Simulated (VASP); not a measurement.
# Pd (Fm-3m) in VASP: further runs

The runs below take Pd through single point, with LDA.

All numbers are computed with VASP 6.6.1; they aren't measurements. Logs are shortened: lines on timing, memory, paths and dates and some standing lists are left out, and cuts for length are marked.

## (1) The cell of the first run

It takes space group Fm-3m (No. 225, cubic). The conventional cell has a = 3.880 Å, b = 3.880 Å, c = 3.880 Å, α = 90.00°, β = 90.00°, γ = 90.00°. Within 3.6 Å of Pd (site symmetry m-3m) lie 12 Pd at 2.74 Å.

## (2) Single point, LDA

File INCAR:

```
SYSTEM = Pd
PREC     = Accurate       ! precision mode
ENCUT    = 500            ! plane-wave cutoff, eV
EDIFF    = 1E-6           ! SCF threshold, eV
ISMEAR   = 0              ! smearing method
SIGMA    = 0.1            ! smearing width, eV
LREAL    = .FALSE.        ! projectors in reciprocal space
LASPH    = .TRUE.         ! aspherical terms in the spheres
NELM     = 120            ! most SCF steps
ALGO     = Normal         ! electronic algorithm
ISIF     = 2              ! what is computed and relaxed
LWAVE    = .FALSE.        ! write WAVECAR
LCHARG   = .FALSE.        ! write CHGCAR
NBANDS   = 11             ! bands
GGA_COMPAT= .FALSE.
```

File KPOINTS:

```
Automatic mesh
0
G
  8 8 8
  0 0 0
```

File POSCAR:

```
Pd
1.0
    0.0000000000      1.9400000000      1.9400000000
    1.9400000000      0.0000000000      1.9400000000
    1.9400000000      1.9400000000      0.0000000000
Pd
1
Direct
    0.0000000000      0.0000000000      0.0000000000
```

Potentials or basis: VASP PAW LDA potentials, release 64 (Pd).

Run with:

```
cat potpaw_LDA.64/Pd/POTCAR > POTCAR
mpirun -np 1 vasp_std > vasp.out
```

OUTCAR:

```text
SYSTEM = Pd
   PREC = Accurate
   ENCUT = 500
   EDIFF = 1E-6
   ISMEAR = 0
   LREAL = .FALSE.
   LASPH = .TRUE.
   NELM = 120
   ISIF = 2

 ion  position               nearest neighbor table
   1  0.000  0.000  0.000-

  LATTYP: Found a face centered cubic cell.
 ALAT       =     3.8800000000

  Lattice vectors:

 A1 = (   0.0000000000,   1.9400000000,   1.9400000000)
 A2 = (   1.9400000000,   0.0000000000,   1.9400000000)
 A3 = (   1.9400000000,   1.9400000000,   0.0000000000)

Analysis of symmetry for initial positions (statically):
=====================================================================
 Subroutine PRICEL returns:
 Original cell was already a primitive cell.

 Routine SETGRP: Setting up the symmetry group for a
 face centered cubic supercell.

 Subroutine GETGRP returns: Found 48 space group operations
 (whereof 48 operations were pure point group operations)
 out of a pool of 48 trial point group operations.

The static configuration has the point symmetry O_h .

Analysis of symmetry for dynamics (positions and initial velocities):
=====================================================================
 Subroutine PRICEL returns:
 Original cell was already a primitive cell.

 Routine SETGRP: Setting up the symmetry group for a
 face centered cubic supercell.

 Subroutine GETGRP returns: Found 48 space group operations
 (whereof 48 operations were pure point group operations)
 out of a pool of 48 trial point group operations.

The dynamic configuration has the point symmetry O_h .

 Subroutine INISYM returns: Found 48 space group operations
 (whereof 48 operations are pure point group operations),
 and found     1 'primitive' translations

----------------------------------------------------------------------------------------

                                     Primitive cell

  volume of cell :      14.6028

  direct lattice vectors                    reciprocal lattice vectors
     0.000000000  1.940000000  1.940000000    -0.257731959  0.257731959  0.257731959
     1.940000000  0.000000000  1.940000000     0.257731959 -0.257731959  0.257731959
     1.940000000  1.940000000  0.000000000     0.257731959  0.257731959 -0.257731959

  length of vectors
     2.743574311  2.743574311  2.743574311     0.446404847  0.446404847  0.446404847

  position of ions in fractional coordinates (direct lattice)
     0.000000000  0.000000000  0.000000000

  ion indices of the primitive-cell ions
   primitive index   ion index
                 1           1

----------------------------------------------------------------------------------------

 KPOINTS: Automatic mesh

Automatic generation of k-mesh.
 Grid dimensions read from file:
 generate k-points for:    8    8    8

 Generating k-lattice:

  Cartesian coordinates                     Fractional coordinates (reciprocal lattice)
    -0.032216495  0.032216495  0.032216495     0.125000000  0.000000000  0.000000000
     0.032216495 -0.032216495  0.032216495     0.000000000  0.125000000  0.000000000
     0.032216495  0.032216495 -0.032216495     0.000000000  0.000000000  0.125000000

  Length of vectors
     0.055800606  0.055800606  0.055800606

  Shift w.r.t. Gamma in fractional coordinates (k-lattice)
     0.000000000  0.000000000  0.000000000

 Subroutine IBZKPT returns following result:
 ===========================================

 Found     29 irreducible k-points:

 Following reciprocal coordinates:
            Coordinates               Weight
  0.000000  0.000000  0.000000      1.000000
  0.125000  0.000000  0.000000      8.000000
  0.250000  0.000000  0.000000      8.000000
  0.375000  0.000000  0.000000      8.000000
  0.500000  0.000000  0.000000      4.000000
  0.125000  0.125000  0.000000      6.000000
[... 16 lines left out ...]
  0.500000  0.250000  0.125000     48.000000
 -0.375000  0.250000  0.125000     24.000000
 [... further k-points ...]
   k-points           NKPTS =     29   k-points in BZ     NKDIM =     29   number of bands    NBANDS=     11
   number of dos      NEDOS =    301   number of ions     NIONS =      1
   total plane-waves  NPLWV =   8000
   dimension x,y,z NGX =    20 NGY =   20 NGZ =   20
   dimension x,y,z NGXF=    40 NGYF=   40 NGZF=   40
   ions per type =               1
   NGX,Y,Z   is equivalent  to a cutoff of  12.12, 12.12, 12.12 a.u.
   NGXF,Y,Z  is equivalent  to a cutoff of  24.24, 24.24, 24.24 a.u.
 SYSTEM =  Pd
   PREC   = accura    normal or accurate (medium, high low for compatibility)
   ISTART =      0    job   : 0-new  1-cont  2-samecut
   ICHARG =      2    charge: 1-file 2-atom 10-const
   ISPIN  =      1    spin polarized calculation?
   LNONCOLLINEAR =      F non collinear calculations
   LSORBIT =      F    spin-orbit coupling
   LASPH  =      T    aspherical Exc in radial PAW
   ENCUT  =  500.0 eV  36.75 Ry    6.06 a.u.   5.00  5.00  5.00*2*pi/ulx,y,z
   NELM   =    120;   NELMIN=  2; NELMDL= -5     # of ELM steps
   EDIFF  = 0.1E-05   stopping-criterion for ELM
   LREAL  =      F    real-space projection
   EDIFFG = 0.1E-04   stopping-criterion for IOM
   NSW    =      0    number of steps for IOM
   IBRION =     -1    ionic relax: 0-MD 1-quasi-New 2-CG
   NFREE  =      0    steps in history (QN), initial steepest desc. (CG)
   ISIF   =      2    stress and relaxation
   ISYM   =      2    0-nonsym 1-usesym 2-fastsym
   POTIM  = 0.5000    time-step for ionic-motion
   TEBEG  =    0.0;   TEEND  =   0.0 temperature during run
   PSTRESS=    0.0 pullay stress
   NELECT =      10.0000    total number of electrons
   NUPDOWN=      -1.0000    fix difference up-down
   EMIN   =  10.00;   EMAX   =-10.00  energy-range for DOS
   EFERMI =   0.00;   METHOD = LEGACY
   ISMEAR =     0;   SIGMA  =   0.10  broadening in eV -4-tet -1-fermi 0-gaus
   EFERMI_NEDOS =   21; number of points for ismear=-14 and -15
   IALGO  =     38    algorithm
   IMIX   =      4    mixing-type and parameters
     AMIX     =   0.40;   BMIX     =  1.00
     AMIX_MAG =   1.60;   BMIX_MAG =  1.00
  volume/ion in A,a.u.               =      14.60        98.54
  Fermi-wavevector in a.u.,A,eV,Ry     =   1.442989  2.726854 28.330296  2.082218
  Thomas-Fermi vector in A             =   2.561447
   LORBIT       =      0    0 simple, 1 ext, 2 COOP (PROOUT), +10 PAW based schemes
   GGA     = CA    functional components
   LHFCALC =     F    Hartree Fock is set to
   AEXX    =    0.0000 exact exchange contribution
   IVDW    =     0    specifies the selected vdW correction
   LEPSILON=     F    determine dielectric tensor
   LRPA    =     F    only Hartree local field effects (RPA)
 non-spin polarized calculation
 Gauss-broadening in eV      SIGMA  =   0.10
  energy-cutoff  :      500.00
  volume of cell :       14.60
 maximum number of plane-waves:       388
   NGX =  9   NGY =  9   NGZ =  9

 number of electron      10.0000001 magnetization

 Free energy of the ion-electron system (eV)
  ---------------------------------------------------
  ext. energy  EPLUGINS =         0.00000000
  ---------------------------------------------------
  free energy    TOTEN  =        -6.46623431 eV

  energy without entropy =       -6.45389444  energy(sigma->0) =       -6.46006437

 E-fermi :   9.8735     XC(G=0): -13.5734

 val. band max:        9.8272943813   @ k =  -0.3750   0.3750   0.1250
 cond. band min:       9.8803283848   @ k =   0.5000   0.2500   0.0000
 fundamental gap:      0.0530340035
 Fermi energy:         9.8734854117

 k-point     1 :       0.0000    0.0000    0.0000
  band No.  band energies     occupation
      1       2.4483      2.00000
      2       6.8834      2.00000
      3       6.8834      2.00000
      4       6.8834      2.00000
      5       8.5522      2.00000
      6       8.5522      2.00000
      7      26.9007      0.00000
      8      31.6709      0.00000
      9      31.6709      0.00000
     10      31.6709      0.00000
     11      35.6081      0.00000

 k-point     2 :       0.1250    0.0000    0.0000
  band No.  band energies     occupation
      1       3.0015      2.00000
      2       6.7084      2.00000
      3       7.0602      2.00000
      4       7.0602      2.00000
      5       8.4825      2.00000
      6       8.4825      2.00000
      7      27.3706      0.00000
      8      29.0086      0.00000
      9      32.3151      0.00000
     10      32.3151      0.00000
     11      35.6651      0.00000

 k-point     3 :       0.2500    0.0000    0.0000
  band No.  band energies     occupation
      1       4.1600      2.00000
      2       6.8290      2.00000
      3       7.1857      2.00000
      4       7.1857      2.00000
      5       8.7023      2.00000
      6       8.7023      2.00000
      7      24.3215      0.00000
      8      27.9853      0.00000
      9      33.4244      0.00000
     10      33.4244      0.00000
     11      35.4676      0.00000

 k-point     4 :       0.3750    0.0000    0.0000
  band No.  band energies     occupation
      1       4.4339      2.00000
      2       6.9650      2.00000
      3       6.9650      2.00000
      4       8.7990      2.00000
      5       9.4098      2.00000
      6       9.4098      2.00000
      7      19.7868      0.00000
      8      26.8343      0.00000
      9      31.8442      0.00000
     10      31.8442      0.00000
     11      35.7623      0.00000
[... 239 lines left out ...]
 k-point    22 :       0.3750    0.2500    0.1250
  band No.  band energies     occupation
      1       5.1793      2.00000
      2       5.8392      2.00000
      3       6.9289      2.00000
      4       8.2003      2.00000
      5       8.3937      2.00000
      6      10.0682      0.00589
      7      24.8462      0.00000
      8      25.6917      0.00000
      9      29.1308      0.00000
     10      31.7651      0.00000
     11      35.3184      0.00000

 k-point    23 :       0.5000    0.2500    0.1250
  band No.  band energies     occupation
      1       5.3686      2.00000
      2       6.2742      2.00000
      3       6.6780      2.00000
      4       8.0142      2.00000
      5       9.2660      2.00000
      6      12.2514      0.00000
      7      20.4805      0.00000
      8      24.9265      0.00000
      9      27.1181      0.00000
     10      31.8637      0.00000
     11      35.6121      0.00000

 k-point    24 :      -0.3750    0.2500    0.1250
  band No.  band energies     occupation
      1       5.3086      2.00000
      2       6.0760      2.00000
      3       7.2799      2.00000
      4       7.7784      2.00000
      5       9.6460      1.99870
      6      14.6183      0.00000
      7      17.1493      0.00000
      8      25.4761      0.00000
      9      25.7282      0.00000
     10      30.9087      0.00000
     11      35.6598      0.00000

 [... further k-points ...]
[... 5 lines left out ...]
  --------------------------------------------------------------------------------------
  -------------------------------------------------------------------------------------
  Total       -0.4888923     -0.4888923     -0.4888923      0.0000000      0.0000000      0.0000000
  in kB      -53.6399805    -53.6399805    -53.6399805      0.0000000      0.0000000      0.0000000
  external PRESSURE =     -53.6399805 kB  Pullay stress =       0.0000000 kB

 VOLUME and BASIS-vectors are now :
 -----------------------------------------------------------------------------
  energy-cutoff  :      500.00
  volume of cell :       14.60
      direct lattice vectors                 reciprocal lattice vectors
     0.000000000  1.940000000  1.940000000    -0.257731959  0.257731959  0.257731959
     1.940000000  0.000000000  1.940000000     0.257731959 -0.257731959  0.257731959
     1.940000000  1.940000000  0.000000000     0.257731959  0.257731959 -0.257731959

 POSITION                                       TOTAL-FORCE (eV/Angst)
 -----------------------------------------------------------------------------------
      0.00000      0.00000      0.00000         0.000000      0.000000      0.000000
 -----------------------------------------------------------------------------------
    total drift:                                0.000000     -0.000000      0.000000

  FREE ENERGIE OF THE ION-ELECTRON SYSTEM (eV)
  ---------------------------------------------------
  free  energy   TOTEN  =        -6.4662343054 eV

  energy  without entropy=       -6.4538944405  energy(sigma->0) =       -6.46006437
```

Run time: 2 s. Hardware: 1 thread of Intel Xeon 6975P-C (Granite Rapids), shared host; peak memory 0.12 GiB.

Results:

```yaml
Free_energy: -6.4662 eV
Pressure: -5.4 GPa
Band_gap_on_the_k_mesh: zero (band 5 reaches 10.11 eV, above the bottom of band 6 at 8.48 eV)
```

## (3) Single point, LDA

This run uses another cell than the first one, of 14.14 Å³/atom, 0.968 times its volume.

File INCAR:

```
  ALGO = Normal
  EDIFF = 1E-6
  ENCUT = 500
  GGA = CA
  GGA_COMPAT = F
  ISIF = 2
  ISMEAR = 0
  LASPH = T
  LCHARG = F
  LREAL = F
  LWAVE = F
  NBANDS = 11
  NELM = 120
  PREC = Accurate
  SIGMA = 0.1
```

File KPOINTS:

```
k-points
0
Gamma
  18 18 18
```

File POSCAR:

```
Pd
1.0
    0.0000000000      1.9193171683      1.9193171683
    1.9193171683      0.0000000000      1.9193171683
    1.9193171683      1.9193171683      0.0000000000
Pd
1
Direct
    0.0000000000      0.0000000000      0.0000000000
```

Potentials or basis: VASP PAW LDA potentials, release 64 (Pd).

Run with:

```
cat potpaw_LDA.64/Pd/POTCAR > POTCAR
mpirun -np 1 vasp_std > vasp.out
```

It took 8.9 s on 1 thread of Intel Xeon 6975P-C (Granite Rapids), shared host; peak memory 0.13 GiB.

It converged, with:

```
Free energy            : -6.5035 eV
Pressure               : 0.4 GPa
Band gap on the k mesh : zero (band 5 reaches 10.66 eV, above the bottom of band 6 at 8.95 eV)
```

Levels at points of the mesh, in eV from the Fermi level:
```tsv
k point	band 2	band 3	band 4	band 5	band 6	band 7	band 8	band 9
(0.00, 0.00, 0.00)	-3.08	-3.08	-3.08	-1.31	-1.31	17.13	22.10	22.10
(0.50, 0.00, 0.00)	-3.12	-3.12	-0.02	-0.02	0.84	7.59	16.52	21.32
(0.50, 0.50, 0.00)	-5.51	-0.04	0.32	0.32	3.24	11.16	13.29	13.29
```
